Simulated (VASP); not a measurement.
A run of VASP 6.6.1:

File INCAR:

```
PREC = Accurate
ENCUT = 520
EDIFF = 1E-6
ISMEAR = 0
SIGMA = 0.1
LREAL = False
LASPH = True
NELM = 80
ALGO = Normal
ISIF = 2
LWAVE = False
LCHARG = True
GGA = PE
LELF = True
LVHAR = True
NBANDS = 50
```

Contents of KPOINTS:

```
Automatic mesh
0
Gamma
  4 4 4
```

Contents of POSCAR:

```
ScPdC6N6
1.0
    0.0000000000      5.4619721050      5.4619721050
    5.4619721050      0.0000000000      5.4619721050
    5.4619721050      5.4619721050      0.0000000000
Sc Pd C N
1 1 6 6
Direct
    0.5000000000      0.5000000000      0.5000000000
    0.0000000000      0.0000000000      0.0000000000
    0.8079438446      0.1920561554      0.1920561554
    0.1920561554      0.8079438446      0.1920561554
    0.1920561554      0.1920561554      0.8079438446
    0.1920561554      0.8079438446      0.8079438446
    0.8079438446      0.1920561554      0.8079438446
    0.8079438446      0.8079438446      0.1920561554
    0.7012089334      0.2987910666      0.2987910666
    0.2987910666      0.7012089334      0.2987910666
    0.2987910666      0.2987910666      0.7012089334
    0.2987910666      0.7012089334      0.7012089334
    0.7012089334      0.2987910666      0.7012089334
    0.7012089334      0.7012089334      0.2987910666
```

Potentials or basis: VASP PAW PBE potentials, release 64 (Sc_sv, Pd, C, N).

The run is started by

```sh
$ cat potpaw_PBE.64/Sc_sv/POTCAR potpaw_PBE.64/Pd/POTCAR potpaw_PBE.64/C/POTCAR potpaw_PBE.64/N/POTCAR > POTCAR
$ mpirun -np 1 vasp_std > vasp.out
```

Hardware: 1 thread of Intel(R) Xeon(R) 6975P-C (Granite Rapids), with other jobs on the host.

Estimate the wall time of this run.

Run time: 2.9 min on 1 thread of Intel(R) Xeon(R) 6975P-C (Granite Rapids) (shared host), peak memory 0.57 GiB. Counts: scf iterations 19, k points 8.
